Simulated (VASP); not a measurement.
# PbO2 (Fm-3m) in VASP: settings compared

Aim: see how the results for PbO2 move with the level of theory and the settings. Levels: HSE06, r2SCAN. Tasks: single point.

All numbers are computed with VASP 6.6.1; they aren't measurements. Logs are shortened: lines on timing, memory, paths and dates and some standing lists are left out, and cuts for length are marked.

### 1 The cell of the first run

It takes space group Fm-3m (No. 225, cubic). Conventional cell: a = 5.271 Å, b = 5.271 Å, c = 5.271 Å, α = 90.00°, β = 90.00°, γ = 90.00°. Pb (site symmetry m-3m) has 8 O at 2.28 Å within 3.0 Å. Within 3.0 Å of O (site symmetry -43m) lie 4 Pb at 2.28 Å and 6 O at 2.64 Å.

### 2 Single point, HSE06

The input, POSCAR:

```
PbO2
1.0
    0.0000000000      2.6352565392      2.6352565392
    2.6352565392      0.0000000000      2.6352565392
    2.6352565392      2.6352565392      0.0000000000
Pb O
1 2
Direct
    0.0000000000      0.0000000000      0.0000000000
    0.7500000000      0.7500000000      0.7500000000
    0.2500000000      0.2500000000      0.2500000000
```

The input, INCAR.step1:

```
ALGO = Normal ; EDIFF = 1E-5
ENCUT = 520 ; GGA = PE
ISIF = 2 ; ISMEAR = -1
LASPH = True ; LCHARG = False
LREAL = False ; LWAVE = True
NBANDS = 20 ; NELM = 60
PREC = Accurate ; SIGMA = 0.05
```

The input, INCAR.step2:

```
ALGO = Normal ; EDIFF = 1E-6
ENCUT = 520 ; GGA = PE
HFSCREEN = 0.2079 ; ISIF = 2
ISMEAR = -1 ; ISTART = 1
LASPH = True ; LCHARG = False
LHFCALC = True ; LREAL = False
LWAVE = False ; NBANDS = 20
NELM = 60 ; PREC = Accurate
PRECFOCK = Normal ; SIGMA = 0.05
```

The input, KPOINTS:

```
k-points
0
Gamma
  6 6 6
```

Potentials or basis: VASP PAW PBE potentials, release 64 (Pb_d, O).

Started as:

```bash
cat potpaw_PBE.64/Pb_d/POTCAR potpaw_PBE.64/O/POTCAR > POTCAR
cp INCAR.step1 INCAR
mpirun -np 1 vasp_std > vasp.out
cp INCAR.step2 INCAR
mpirun -np 1 vasp_std > vasp.out
```

OUTCAR:

```text
EDIFF = 1E-6
   ENCUT = 520
   GGA = PE
   HFSCREEN = 0.2079
   ISIF = 2
   ISMEAR = -1
   ISTART = 1
   LASPH = True
   LHFCALC = True
   LREAL = False
   NELM = 60
   PREC = Accurate
   PRECFOCK = Normal

 ion  position               nearest neighbor table
   1  0.000  0.000  0.000-   2 2.28   2 2.28   2 2.28   3 2.28   3 2.28   3 2.28   3 2.28   2 2.28

   2  0.750  0.750  0.750-   1 2.28   1 2.28   1 2.28   1 2.28
   3  0.250  0.250  0.250-   1 2.28   1 2.28   1 2.28   1 2.28

  LATTYP: Found a face centered cubic cell.
 ALAT       =     5.2705130784

  Lattice vectors:

 A1 = (   0.0000000000,   2.6352565392,   2.6352565392)
 A2 = (   2.6352565392,   0.0000000000,   2.6352565392)
 A3 = (   2.6352565392,   2.6352565392,   0.0000000000)

Analysis of symmetry for initial positions (statically):
=====================================================================
 Subroutine PRICEL returns:
 Original cell was already a primitive cell.

 Routine SETGRP: Setting up the symmetry group for a
 face centered cubic supercell.

 Subroutine GETGRP returns: Found 48 space group operations
 (whereof 48 operations were pure point group operations)
 out of a pool of 48 trial point group operations.

The static configuration has the point symmetry O_h .

Analysis of symmetry for dynamics (positions and initial velocities):
=====================================================================
 Subroutine PRICEL returns:
 Original cell was already a primitive cell.

 Routine SETGRP: Setting up the symmetry group for a
 face centered cubic supercell.

 Subroutine GETGRP returns: Found 48 space group operations
 (whereof 48 operations were pure point group operations)
 out of a pool of 48 trial point group operations.

The dynamic configuration has the point symmetry O_h .

 Subroutine INISYM returns: Found 48 space group operations
 (whereof 48 operations are pure point group operations),
 and found     1 'primitive' translations

----------------------------------------------------------------------------------------

                                     Primitive cell

  volume of cell :      36.6015

  direct lattice vectors                    reciprocal lattice vectors
     0.000000000  2.635256539  2.635256539    -0.189734848  0.189734848  0.189734848
[... 82 lines left out ...]
   NSW    =      0    number of steps for IOM
   IBRION =     -1    ionic relax: 0-MD 1-quasi-New 2-CG
   NFREE  =      0    steps in history (QN), initial steepest desc. (CG)
   ISIF   =      2    stress and relaxation
   ISYM   =      3    0-nonsym 1-usesym 2-fastsym
   POTIM  = 0.5000    time-step for ionic-motion
   TEBEG  =    0.0;   TEEND  =   0.0 temperature during run
   PSTRESS=    0.0 pullay stress
   NELECT =      26.0000    total number of electrons
   NUPDOWN=      -1.0000    fix difference up-down
   EMIN   =  10.00;   EMAX   =-10.00  energy-range for DOS
   EFERMI =   0.00;   METHOD = LEGACY
   ISMEAR =    -1;   SIGMA  =   0.05  broadening in eV -4-tet -1-fermi 0-gaus
   EFERMI_NEDOS =   21; number of points for ismear=-14 and -15
   IALGO  =     38    algorithm
   IMIX   =      1    mixing-type and parameters
     AMIX     =   0.40;   BMIX     =  1.00
     AMIX_MAG =   1.60;   BMIX_MAG =  1.00
  volume/ion in A,a.u.               =      12.20        82.33
  Fermi-wavevector in a.u.,A,eV,Ry     =   1.460718  2.760357 29.030711  2.133697
  Thomas-Fermi vector in A             =   2.577135
   LORBIT       =      0    0 simple, 1 ext, 2 COOP (PROOUT), +10 PAW based schemes
   GGA     = PE    functional components
   LHFCALC =     T    Hartree Fock is set to
   PRECFOCK=normal    Normal, Fast or Accurate (Low or Medium for compatibility)
   ENCUT4O =  -1.0   cutoff for four orbital integrals eV
   NKREDX  =     1    reduce k-point grid by
   NKREDY  =     1    reduce k-point grid by
   NKREDZ  =     1    reduce k-point grid by
   AEXX    =    0.2500 exact exchange contribution
   HFSCREEN=    0.2079 screening length (either q_TF or 0.3 A-1)
   HFSCREENC=   0.2079 screening length for correlation (either q_TF or 0.3 A-1)
   ENCUTFOCK=  -1.0 apply spherical cutoff to Coloumb kernel
   IVDW    =     0    specifies the selected vdW correction
   LEPSILON=     F    determine dielectric tensor
   LRPA    =     F    only Hartree local field effects (RPA)
 non-spin polarized calculation
  energy-cutoff  :      520.00
  volume of cell :       36.60
 maximum number of plane-waves:      1002
  NGX = 24; NGY = 24; NGZ = 24

 number of electron      26.0000016 magnetization

 Free energy of the ion-electron system (eV)
  ---------------------------------------------------
  ext. energy  EPLUGINS =         0.00000000
  ---------------------------------------------------
  free energy    TOTEN  =       -19.93917098 eV

  energy without entropy =      -19.93750886  energy(sigma->0) =      -19.93833992

 E-fermi :   5.7348     XC(G=0):  -9.4714

 val. band max:        5.6132210943   @ k =  -0.3333   0.5000   0.1667
 cond. band min:       7.1735818270   @ k =   0.1667   0.0000   0.0000
 fundamental gap:      1.5603607327
 Fermi energy:         5.7348166267

 k-point     1 :       0.0000    0.0000    0.0000
  band No.  band energies     occupation
      1     -15.2560      2.00000
      2     -11.8487      2.00000
      3     -11.4873      2.00000
      4     -11.4873      2.00000
      5     -11.4872      2.00000
      6     -11.0962      2.00000
[... 357 lines left out ...]
     19      24.4757      0.00000
     20      24.5852      0.00000

------------------------ aborting loop because EDIFF is reached ----------------------------------------

  FORCE on cell =-STRESS in cart. coord.  units (eV):
  Direction    XX          YY          ZZ          XY          YZ          ZX
  --------------------------------------------------------------------------------------
  -------------------------------------------------------------------------------------
  Total        0.1141475      0.1141475      0.1141475     -0.0000000     -0.0000000      0.0000000
  in kB        4.9966446      4.9966446      4.9966446     -0.0000000     -0.0000000      0.0000000
  external PRESSURE =       4.9966446 kB  Pullay stress =       0.0000000 kB

 VOLUME and BASIS-vectors are now :
 -----------------------------------------------------------------------------
  energy-cutoff  :      520.00
  volume of cell :       36.60
      direct lattice vectors                 reciprocal lattice vectors
     0.000000000  2.635256539  2.635256539    -0.189734848  0.189734848  0.189734848
     2.635256539  0.000000000  2.635256539     0.189734848 -0.189734848  0.189734848
     2.635256539  2.635256539  0.000000000     0.189734848  0.189734848 -0.189734848

 POSITION                                       TOTAL-FORCE (eV/Angst)
 -----------------------------------------------------------------------------------
      0.00000      0.00000      0.00000         0.000000     -0.000000     -0.000000
      3.95288      3.95288      3.95288         0.000000      0.000000      0.000000
      1.31763      1.31763      1.31763        -0.000000     -0.000000     -0.000000
 -----------------------------------------------------------------------------------
    total drift:                                0.000029     -0.000015      0.000008

  FREE ENERGIE OF THE ION-ELECTRON SYSTEM (eV)
  ---------------------------------------------------
  free  energy   TOTEN  =       -19.9391709791 eV

  energy  without entropy=      -19.9375088621  energy(sigma->0) =      -19.93833992
```

OUTCAR.step1:

```text
EDIFF = 1E-5
   ENCUT = 520
   GGA = PE
   ISIF = 2
[... 583 lines left out ...]
      0.00000      0.00000      0.00000        -0.000000     -0.000000      0.000000
      3.95288      3.95288      3.95288         0.000000     -0.000000      0.000000
      1.31763      1.31763      1.31763        -0.000000      0.000000     -0.000000
 -----------------------------------------------------------------------------------
    total drift:                                0.000000     -0.000000      0.000000

  FREE ENERGIE OF THE ION-ELECTRON SYSTEM (eV)
  ---------------------------------------------------
  free  energy   TOTEN  =       -15.5003433749 eV

  energy  without entropy=      -15.4986562697  energy(sigma->0) =      -15.49949982
```

OSZICAR.step1:

```text
N       E                     dE             d eps       ncg     rms          rms(c)
DAV:   1     0.261331189021E+03    0.26133E+03   -0.13906E+04   648   0.161E+03
DAV:   2     0.389760879758E+01   -0.25743E+03   -0.24564E+03   676   0.431E+02
DAV:   3    -0.177655597604E+02   -0.21663E+02   -0.21393E+02   736   0.128E+02
DAV:   4    -0.183748861028E+02   -0.60933E+00   -0.60851E+00   732   0.216E+01
DAV:   5    -0.183926640762E+02   -0.17778E-01   -0.17776E-01   812   0.399E+00    0.989E+00
DAV:   6    -0.155029912182E+02    0.28897E+01   -0.11141E+01   956   0.441E+01    0.283E+00
DAV:   7    -0.155100824769E+02   -0.70913E-02   -0.55493E-01   696   0.743E+00    0.173E+00
DAV:   8    -0.155084653298E+02    0.16171E-02   -0.13674E-01   728   0.401E+00    0.752E-01
DAV:   9    -0.154995699820E+02    0.88953E-02   -0.26016E-02   932   0.218E+00    0.122E-01
DAV:  10    -0.155003751563E+02   -0.80517E-03   -0.41278E-03   676   0.437E-01    0.763E-02
DAV:  11    -0.155003478046E+02    0.27352E-04   -0.11490E-04   744   0.870E-02    0.354E-02
DAV:  12    -0.155003433749E+02    0.44298E-05   -0.32757E-05   588   0.462E-02
   1 F= -.15500343E+02 E0= -.15499500E+02  d E =-.168711E-02
```

Wall time 58 min (1 thread of Intel Xeon Platinum 8488C (Sapphire Rapids), shared host); peak memory 0.29 GiB.

Results:

```yaml
Free_energy: -19.9392 eV
Pressure: 0.5 GPa
Band_gap_on_the_k_mesh: zero (bands 13 and 14 overlap by 1.15 eV)
```

Levels at points of the mesh, in eV from the Fermi level:
```tsv
k point	band 10	band 11	band 12	band 13	band 14	band 15	band 16	band 17
(0.00, 0.00, 0.00)	-2.43	-1.54	-1.54	-1.54	-1.27	8.60	8.60	8.60
(0.50, 0.00, 0.00)	-3.43	-3.43	-1.79	-1.79	4.29	8.90	11.78	11.78
(0.50, 0.50, 0.00)	-5.43	-0.48	-0.27	-0.27	3.21	8.10	11.10	13.49
```

Caveat: the PAW data sets were made with another functional, which shifts forces and pressure a little; spin-orbit coupling is left out, which moves the levels of the heavy elements.

### 3 Single point, r2SCAN

This run uses another cell than the first one, of 12.89 Å³/atom.

The input, POSCAR:

```
PbO2
1.0
    0.0000000000      2.6838572791      2.6838572791
    2.6838572791      0.0000000000      2.6838572791
    2.6838572791      2.6838572791      0.0000000000
Pb O
1 2
Direct
    0.0000000000      0.0000000000      0.0000000000
    0.7500000000      0.7500000000      0.7500000000
    0.2500000000      0.2500000000      0.2500000000
```

The input, INCAR.step1:

```
PREC = Accurate ; ENCUT = 910
ISMEAR = -1 ; SIGMA = 0.05
LREAL = False ; LASPH = True
NELM = 120 ; NBANDS = 20
GGA = PE ; ALGO = Normal
EDIFF = 1E-5 ; LWAVE = True
LCHARG = False ; GGA_COMPAT = False
```

The input, INCAR.step2:

```
PREC = Accurate ; ENCUT = 910
EDIFF = 1E-6 ; ISMEAR = -1
SIGMA = 0.05 ; LREAL = False
LASPH = True ; NELM = 120
ALGO = Normal ; ISIF = 2
LWAVE = False ; LCHARG = False
METAGGA = R2SCAN ; LMIXTAU = True
NBANDS = 20 ; ISTART = 1
GGA_COMPAT = False
```

The input, KPOINTS:

```
regular mesh
0
Gamma
  9 9 9
```

Potentials or basis: VASP PAW PBE potentials, release 64 (Pb_d, O_h).

Started as:

```bash
cat potpaw_PBE.64/Pb_d/POTCAR potpaw_PBE.64/O_h/POTCAR > POTCAR
cp INCAR.step1 INCAR
mpirun -np 1 vasp_std > vasp.out
cp INCAR.step2 INCAR
mpirun -np 1 vasp_std > vasp.out
```

It took 3 min on 1 thread of AMD EPYC 9R45 (Zen 5), shared host; peak memory 0.26 GiB.

Results (log left out):

```
Free energy            : -70.7888 eV
Pressure               : -3.2 GPa
Band gap on the k mesh : zero (bands 13 and 14 overlap by 1.22 eV)
```

Levels at points of the mesh, in eV from the Fermi level:
```tsv
k point	band 10	band 11	band 12	band 13	band 14	band 15	band 16	band 17
(0.00, 0.00, 0.00)	-2.07	-2.07	-1.27	-1.27	-1.27	7.70	7.70	7.70
```

Caveat: the cutoff is under 1.25 times the usual one of these potentials, so pressure, stress and relaxed cells hold a basis-set (Pulay) error; the cell stands under tension; the PAW data sets were made with another functional, which shifts forces and pressure a little; spin-orbit coupling is left out, which moves the levels of the heavy elements.
